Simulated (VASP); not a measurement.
# AlN (P1) in VASP: relaxation of cell and atoms with PBE

Aim: the relaxation of cell and atoms of AlN with PBE.

Program: VASP 6.6.1. These are calculated values, not measurements. Logs are shortened: lines on timing, memory, paths and dates and some standing lists are left out, and cuts for length are marked.

## 1. The cell of the first run

The typed cell holds 8 atoms: a = 4.260 Å, b = 4.343 Å, c = 5.397 Å, α = 87.20°, β = 69.08°, γ = 82.64°.

## 2. Relaxation of cell and atoms, PBE

The input, INCAR:

```
ALGO     = Normal         # electronic algorithm
EDIFF    = 1E-7           # SCF threshold, eV
EDIFFG   = -0.025         # ionic threshold
ENCUT    = 600            # plane-wave cutoff, eV
GGA      = PE             # functional
IBRION   = 2              # ionic algorithm
ISIF     = 3              # what is computed and relaxed
ISMEAR   = 0              # smearing method
LASPH    = T              # aspherical terms in the spheres
LCHARG   = F              # write CHGCAR
LREAL    = F              # projectors in reciprocal space
LWAVE    = F              # write WAVECAR
NELM     = 100            # most SCF steps
NSW      = 80             # ionic steps
PREC     = Accurate       # precision mode
SIGMA    = 0.1            # smearing width, eV
```

The input, KPOINTS:

```
k-points
0
Gamma
  4 4 4
```

The input, POSCAR:

```
AlN
1.0
   -2.8078944750      3.2022616658      0.0861173422
    2.8712109758      3.2579008519      0.0042147871
   -1.3316366346      1.5310481625     -5.0014008696
Al N
4 4
Direct
    0.5291074273      1.0330499765      0.8863020649
    0.0507943821      0.4315273310      0.9229390517
    0.7819892059      0.9704660414      0.3635240666
    0.3304286474      0.4992924619      0.3633529426
    0.7117348815      0.2315844973      0.1226228268
    0.2345083329      0.8270250334      0.0453202568
    0.4364537282      0.3066869595      0.6714144286
    0.9249833948      0.7003676990      0.6245243617
```

Potentials or basis: VASP PAW PBE potentials, release 64 (Al, N).

Run with:

```
$ cat potpaw_PBE.64/Al/POTCAR potpaw_PBE.64/N/POTCAR > POTCAR
$ mpirun -np 1 vasp_std > vasp.out
```

OUTCAR:

```text
EDIFF = 1E-7
   EDIFFG = -0.025
   ENCUT = 600
   GGA = PE
   IBRION = 2
   ISIF = 3
   ISMEAR = 0
   LASPH = T
   LREAL = F
   NELM = 100
   NSW = 80
   PREC = Accurate

 ion  position               nearest neighbor table
   1  0.529  0.033  0.886-   6 1.60   7 1.73   5 1.99   8 2.19   2 2.45   3 2.65   2 3.05   3 3.12
                             4 3.16   2 3.25   4 3.33   3 3.34
   2  0.051  0.432  0.923-   7 1.76   5 1.77   8 2.13   6 2.20   1 2.45   4 2.84   3 3.03   1 3.05
                             4 3.06   4 3.13   3 3.22   1 3.25
   3  0.782  0.970  0.364-   5 1.76   8 2.00   6 2.12   7 2.24   1 2.65   4 2.80   4 2.90   4 2.98
                             2 3.03   1 3.12   2 3.22   1 3.34
   4  0.330  0.499  0.363-   8 1.93   5 1.96   7 1.99   6 2.29   3 2.80   2 2.84   3 2.90   3 2.98
                             2 3.06   2 3.13   1 3.16   1 3.33
   5  0.712  0.232  0.123-   3 1.76   2 1.77   4 1.96   1 1.99
   6  0.235  0.827  0.045-   1 1.60   3 2.12   2 2.20   4 2.29
   7  0.436  0.307  0.671-   1 1.73   2 1.76   4 1.99   3 2.24
   8  0.925  0.700  0.625-   4 1.93   3 2.00   2 2.13   1 2.19

  LATTYP: Found a triclinic cell.
 ALAT       =     4.3425554910
 B/A-ratio  =     1.6328105773
 C/A-ratio  =     1.6632438091
 COS(alpha) =     0.0060252769
 COS(beta)  =     0.6403688024
 COS(gamma) =     0.6495785915

  Lattice vectors:

 A1 = (   2.8712109758,   3.2579008519,   0.0042147871)
 A2 = (   1.5395743412,   4.7889490144,  -4.9971860825)
 A3 = (   1.3949531354,   4.9291143552,   5.0917329989)

Analysis of symmetry for initial positions (statically):
=====================================================================
 Subroutine PRICEL returns:
 Original cell was already a primitive cell.

 Routine SETGRP: Setting up the symmetry group for a
 triclinic supercell.

 Subroutine GETGRP returns: Found  1 space group operations
 (whereof  1 operations were pure point group operations)
 out of a pool of  2 trial point group operations.

The static configuration has the point symmetry C_1 .

Analysis of symmetry for dynamics (positions and initial velocities):
=====================================================================
 Subroutine PRICEL returns:
 Original cell was already a primitive cell.

 Routine SETGRP: Setting up the symmetry group for a
 triclinic supercell.

 Subroutine GETGRP returns: Found  1 space group operations
 (whereof  1 operations were pure point group operations)
 out of a pool of  2 trial point group operations.

The dynamic configuration has the point symmetry C_1 .

 Subroutine INISYM returns: Found  1 space group operations
 (whereof  1 operations are pure point group operations),
 and found     1 'primitive' translations

----------------------------------------------------------------------------------------

                                     Primitive cell

  volume of cell :      92.4891

  direct lattice vectors                    reciprocal lattice vectors
    -2.807894475  3.202261666  0.086117342    -0.176242676  0.155201739  0.094436050
     2.871210976  3.257900852  0.004214787     0.174589756  0.153078444  0.000375966
    -1.331636635  1.531048163 -5.001400870    -0.002887529  0.002801366 -0.198317603

  length of vectors
     4.259831846  4.342555491  5.397348910     0.253115050  0.232195465  0.198358406

  position of ions in fractional coordinates (direct lattice)
     0.529107427  0.033049977  0.886302065
     0.050794382  0.431527331  0.922939052
     0.781989206  0.970466041  0.363524067
     0.330428647  0.499292462  0.363352943
     0.711734882  0.231584497  0.122622827
     0.234508333  0.827025033  0.045320257
     0.436453728  0.306686959  0.671414429
     0.924983395  0.700367699  0.624524362

  ion indices of the primitive-cell ions
   primitive index   ion index
                 1           1
                 2           2
                 3           3
                 4           4
                 5           5
                 6           6
                 7           7
                 8           8

----------------------------------------------------------------------------------------

 KPOINTS: k-points

Automatic generation of k-mesh.
 Grid dimensions read from file:
 generate k-points for:    4    4    4

 Generating k-lattice:

  Cartesian coordinates                     Fractional coordinates (reciprocal lattice)
    -0.044060669  0.038800435  0.023609013     0.250000000 -0.000000000 -0.000000000
     0.043647439  0.038269611  0.000093991    -0.000000000  0.250000000 -0.000000000
    -0.000721882  0.000700342 -0.049579401     0.000000000 -0.000000000  0.250000000

  Length of vectors
     0.063278762  0.058048866  0.049589602

  Shift w.r.t. Gamma in fractional coordinates (k-lattice)
     0.000000000  0.000000000  0.000000000

 Subroutine IBZKPT returns following result:
 ===========================================

 Found     36 irreducible k-points:

 Following reciprocal coordinates:
            Coordinates               Weight
  0.000000  0.000000  0.000000      1.000000
  0.250000 -0.000000 -0.000000      2.000000
  0.500000 -0.000000 -0.000000      1.000000
 -0.000000  0.250000  0.000000      2.000000
  0.250000  0.250000 -0.000000      2.000000
  0.500000  0.250000 -0.000000      2.000000
[... 16 lines left out ...]
 -0.000000 -0.250000  0.250000      2.000000
  0.250000 -0.250000  0.250000      2.000000
 [... further k-points ...]
   k-points           NKPTS =     36   k-points in BZ     NKDIM =     36   number of bands    NBANDS=     21
   number of dos      NEDOS =    301   number of ions     NIONS =      8
   total plane-waves  NPLWV =  62208
   dimension x,y,z NGX =    36 NGY =   36 NGZ =   48
   dimension x,y,z NGXF=    72 NGYF=   72 NGZF=   96
   ions per type =               4   4
   NGX,Y,Z   is equivalent  to a cutoff of  14.05, 13.78, 14.78 a.u.
   NGXF,Y,Z  is equivalent  to a cutoff of  28.10, 27.56, 29.57 a.u.
 SYSTEM =  unknown system
   PREC   = accura    normal or accurate (medium, high low for compatibility)
   ISTART =      0    job   : 0-new  1-cont  2-samecut
   ICHARG =      2    charge: 1-file 2-atom 10-const
   ISPIN  =      1    spin polarized calculation?
   LNONCOLLINEAR =      F non collinear calculations
   LSORBIT =      F    spin-orbit coupling
   LASPH  =      T    aspherical Exc in radial PAW
   ENCUT  =  600.0 eV  44.10 Ry    6.64 a.u.   8.51  8.67 10.78*2*pi/ulx,y,z
   NELM   =    100;   NELMIN=  2; NELMDL= -5     # of ELM steps
   EDIFF  = 0.1E-06   stopping-criterion for ELM
   LREAL  =      F    real-space projection
   EDIFFG = -.3E-01   stopping-criterion for IOM
   NSW    =     80    number of steps for IOM
   IBRION =      2    ionic relax: 0-MD 1-quasi-New 2-CG
   NFREE  =      1    steps in history (QN), initial steepest desc. (CG)
   ISIF   =      3    stress and relaxation
   ISYM   =      2    0-nonsym 1-usesym 2-fastsym
   POTIM  = 0.5000    time-step for ionic-motion
   TEBEG  =    0.0;   TEEND  =   0.0 temperature during run
   PSTRESS=    0.0 pullay stress
   NELECT =      32.0000    total number of electrons
   NUPDOWN=      -1.0000    fix difference up-down
   EMIN   =  10.00;   EMAX   =-10.00  energy-range for DOS
   EFERMI =   0.00;   METHOD = LEGACY
   ISMEAR =     0;   SIGMA  =   0.10  broadening in eV -4-tet -1-fermi 0-gaus
   EFERMI_NEDOS =   21; number of points for ismear=-14 and -15
   IALGO  =     38    algorithm
   IMIX   =      4    mixing-type and parameters
     AMIX     =   0.40;   BMIX     =  1.00
     AMIX_MAG =   1.60;   BMIX_MAG =  1.00
  volume/ion in A,a.u.               =      11.56        78.02
  Fermi-wavevector in a.u.,A,eV,Ry     =   1.149286  2.171835 17.971360  1.320858
  Thomas-Fermi vector in A             =   2.285956
   LORBIT       =      0    0 simple, 1 ext, 2 COOP (PROOUT), +10 PAW based schemes
   GGA     = PE    functional components
   LHFCALC =     F    Hartree Fock is set to
   AEXX    =    0.0000 exact exchange contribution
   IVDW    =     0    specifies the selected vdW correction
   LEPSILON=     F    determine dielectric tensor
   LRPA    =     F    only Hartree local field effects (RPA)
 conjugate gradient relaxation of ions
 non-spin polarized calculation
 Gauss-broadening in eV      SIGMA  =   0.10
  energy-cutoff  :      600.00
  volume of cell :       92.49
 maximum number of plane-waves:      3120
 NGX is ok and might be reduce to    36
   NGX = 17   NGY = 17   NGZ = 21

--------------------------------------- Ionic step        1  -------------------------------------------

 number of electron      32.0000001 magnetization

 Free energy of the ion-electron system (eV)
  ---------------------------------------------------
  ext. energy  EPLUGINS =         0.00000000
  ---------------------------------------------------
  free energy    TOTEN  =       -50.85847077 eV

  energy without entropy =      -50.85627788  energy(sigma->0) =      -50.85737432

------------------------ aborting loop because EDIFF is reached ----------------------------------------

  FORCE on cell =-STRESS in cart. coord.  units (eV):
  Direction    XX          YY          ZZ          XY          YZ          ZX
  --------------------------------------------------------------------------------------
  -------------------------------------------------------------------------------------
  Total        3.6329105      9.1488523     -1.4862738     -2.2132561      7.6256590      0.8541275
  in kB       62.9324833    158.4844978    -25.7465478    -38.3399764    132.0983975     14.7959500
  external PRESSURE =      65.2234778 kB  Pullay stress =       0.0000000 kB
[... 107 lines left out ...]
  FREE ENERGIE OF THE ION-ELECTRON SYSTEM (eV)
  ---------------------------------------------------
  free  energy   TOTEN  =       -53.5291292193 eV

  energy  without entropy=      -53.5263738329  energy(sigma->0) =      -53.52775153

 E-fermi :   9.9599     XC(G=0): -12.0462

 val. band max:        9.5341579624   @ k =   0.0000   0.0000   0.0000
 cond. band min:      13.2273087939   @ k =  -0.0000   0.0000   0.5000
 fundamental gap:      3.6931508315
 Fermi energy:         9.9599141111

 k-point     1 :       0.0000    0.0000    0.0000
  band No.  band energies     occupation
      1      -7.8302      2.00000
      2      -4.7467      2.00000
      3      -4.4996      2.00000
      4      -4.0215      2.00000
      5       1.3178      2.00000
      6       2.4324      2.00000
[... 550 lines left out ...]
      5       2.6230      2.00000
      6       2.8948      2.00000
[... 13 lines left out ...]
     20      16.7794      0.00000
     21      18.0333      0.00000

 [... further k-points ...]

[... ionic steps 4 to 62 ...]

--------------------------------------- Ionic step       63  -------------------------------------------

 number of electron      31.9999997 magnetization

------------------------ aborting loop because EDIFF is reached ----------------------------------------

  FORCE on cell =-STRESS in cart. coord.  units (eV):
  Direction    XX          YY          ZZ          XY          YZ          ZX
  --------------------------------------------------------------------------------------
  -------------------------------------------------------------------------------------
  Total       -0.0192034     -0.0214407      0.0485134     -0.0239596      0.0156189     -0.0595607
  in kB       -0.4573923     -0.5106795      1.1555047     -0.5706750      0.3720144     -1.4186315
  external PRESSURE =       0.0624776 kB  Pullay stress =       0.0000000 kB
[... 69 lines left out ...]
  energy  without entropy=      -58.1319644439  energy(sigma->0) =      -58.13196444

--------------------------------------- Ionic step       65  -------------------------------------------

 number of electron      31.9999997 magnetization

 Free energy of the ion-electron system (eV)
  ---------------------------------------------------
  ext. energy  EPLUGINS =         0.00000000
  ---------------------------------------------------
  free energy    TOTEN  =       -58.13212100 eV

  energy without entropy =      -58.13212100  energy(sigma->0) =      -58.13212100

 E-fermi :  10.2574     XC(G=0): -12.2021

 val. band max:        9.7720322914   @ k =   0.0000   0.0000   0.0000
 cond. band min:      14.1346706055   @ k =  -0.0000   0.0000   0.5000
 fundamental gap:      4.3626383141
 Fermi energy:        10.2573559073

 k-point     1 :       0.0000    0.0000    0.0000
  band No.  band energies     occupation
      1      -7.6525      2.00000
      2      -4.4594      2.00000
      3      -4.0925      2.00000
      4      -4.0907      2.00000
      5       1.5475      2.00000
      6       2.9802      2.00000
[... 550 lines left out ...]
      5       2.8382      2.00000
      6       3.3046      2.00000
[... 13 lines left out ...]
     20      17.9275      0.00000
     21      18.7670      0.00000

 [... further k-points ...]

------------------------ aborting loop because EDIFF is reached ----------------------------------------

  FORCE on cell =-STRESS in cart. coord.  units (eV):
  Direction    XX          YY          ZZ          XY          YZ          ZX
  --------------------------------------------------------------------------------------
  -------------------------------------------------------------------------------------
  Total       -0.0080763     -0.0150697     -0.0034371     -0.0136217      0.0152876     -0.0265644
  in kB       -0.1923473     -0.3589046     -0.0818586     -0.3244193      0.3640949     -0.6326686
  external PRESSURE =      -0.2110368 kB  Pullay stress =       0.0000000 kB
[... 23 lines left out ...]
  FREE ENERGIE OF THE ION-ELECTRON SYSTEM (eV)
  ---------------------------------------------------
  free  energy   TOTEN  =       -58.1321210039 eV

  energy  without entropy=      -58.1321210039  energy(sigma->0) =      -58.13212100

 reached required accuracy - stopping structural energy minimisation
```

Wall time 48 min (1 thread of Intel Xeon Platinum 8488C (Sapphire Rapids), shared host); peak memory 0.28 GiB.

Results:

| Item | Value |
| --- | --- |
| Free energy | -58.1321 eV |
| Relaxed volume | 8.41 Å³/atom |
| Relaxed cell | a = 4.967 Å, b = 2.884 Å, c = 4.985 Å, α = 106.78°, β = 80.15°, γ = 90.00° |
| Space group after relaxing (to 0.05 Å) | Fm-3m (No. 225) |
| Energy gained by relaxing | 909.2 meV/atom |
| Ionic steps | 65 |
| Pressure after relaxing | 0.0 GPa |
| Largest force after relaxing | 0.013 eV/Å |
| Band gap on the k mesh | 4.36 eV, indirect (least direct gap 4.95 eV) |

Forces on the atoms (eV/Å):
```
Al  -0.006 -0.003 -0.004
Al  -0.011 -0.008 -0.002
Al   0.001 -0.005 -0.001
Al   0.006  0.011  0.003
N    0.005  0.002  0.007
N    0.000  0.004  0.009
N    0.001  0.002 -0.006
N    0.002 -0.003 -0.006
```

Stress tensor (GPa, compression positive):
```
-0.02 -0.03 -0.06
-0.03 -0.04  0.04
-0.06  0.04 -0.01
```

The path:
```
step  energy change (eV)  largest force (eV/Å)  pressure (GPa)  volume (Å³)
   1              0.0000               10.2126            6.52        92.49
   3             -2.6707                2.5031           -7.06        95.82
   5             -3.6918                1.9868            4.77        88.74
   7             -4.1099                0.9838           -0.49        89.66
   9             -4.2315                0.4595            0.01        89.45
  11             -4.2648                0.2918            0.57        89.40
  13             -4.2745                0.1474           -0.43        89.83
  15             -4.2777                0.0729            0.36        89.44
  17             -4.2818                0.1886           -0.28        89.56
  19             -4.2862                0.2420           -0.38        89.53
  21             -4.3023                0.5706           -1.02        89.31
  23             -4.3148                0.9872           -2.27        88.82
  25             -4.3268                1.0888           -2.75        88.55
  27             -4.3706                1.4708           -4.98        87.21
  29             -4.4523                1.6243           -6.20        85.80
  31             -4.6464                1.8246           -7.55        82.14
  33             -4.7028                1.8380           -7.01        80.80
  35             -4.8736                1.8060           -5.17        78.83
  37             -4.4174                9.3647           16.07        71.04
  39             -5.2048                2.6307            2.07        74.99
  41             -5.7565                1.1269           -0.01        74.51
  43             -5.8885                0.8894           -0.59        74.27
  45             -6.1611                0.8247           -0.48        73.47
  47             -6.3068                1.0647            0.26        72.56
  49             -6.4767                1.0472           -1.68        71.93
  51             -6.7468                0.9589           -1.53        70.14
  53             -6.9383                0.8272            0.23        68.57
  55             -7.1257                0.5731           -1.10        68.01
  57             -7.2397                0.4925            1.37        66.94
  59             -7.2679                0.2031           -0.17        67.30
  61             -7.2727                0.1070            0.11        67.24
  63             -7.2735                0.0289            0.01        67.27
  65             -7.2737                0.0135           -0.02        67.27
```

Final structure:
```cif
data_structure
_symmetry_space_group_name_H-M 'P 1'
_symmetry_Int_Tables_number 1
_cell_length_a 4.9668
_cell_length_b 2.8843
_cell_length_c 4.9851
_cell_angle_alpha 106.782
_cell_angle_beta 80.148
_cell_angle_gamma 89.998
_cell_volume 67.27
loop_
_atom_site_label
_atom_site_type_symbol
_atom_site_fract_x
_atom_site_fract_y
_atom_site_fract_z
_atom_site_occupancy
Al1 Al 0.56247 0.81273 0.87495 1
Al2 Al 0.06246 0.31302 0.87501 1
Al3 Al 0.81255 0.06256 0.37500 1
Al4 Al 0.31249 0.56197 0.37498 1
N1 N 0.68749 0.43735 0.12505 1
N2 N 0.18744 0.93735 0.12507 1
N3 N 0.43753 0.18742 0.62496 1
N4 N 0.93758 0.68761 0.62497 1
```

Levels at points of the mesh, in eV from the valence-band top:
```tsv
k point	band 14	band 15	band 16	band 17	band 18	band 19
(0.00, 0.00, 0.00)	-0.06	-0.02	0.00	5.40	5.99	6.37
(0.50, 0.00, 0.00)	-1.06	-0.97	-0.97	6.95	6.95	7.47
(0.00, 0.50, 0.00)	-2.96	-1.70	-1.70	7.03	7.03	8.19
(0.50, 0.50, 0.00)	-2.01	-1.08	-1.05	4.42	5.32	6.00
(0.00, 0.00, 0.50)	-0.61	-0.59	-0.59	4.36	5.26	5.97
(0.50, 0.00, 0.50)	-2.04	-0.65	-0.65	6.61	6.61	7.58
(0.00, 0.50, 0.50)	-2.95	-1.70	-1.70	7.04	7.04	8.18
(0.50, 0.50, 0.50)	-2.01	-1.08	-1.06	4.43	5.32	6.00
```

Caveat: the volume moved by over 15 % at a fixed basis, so the end points are rough.
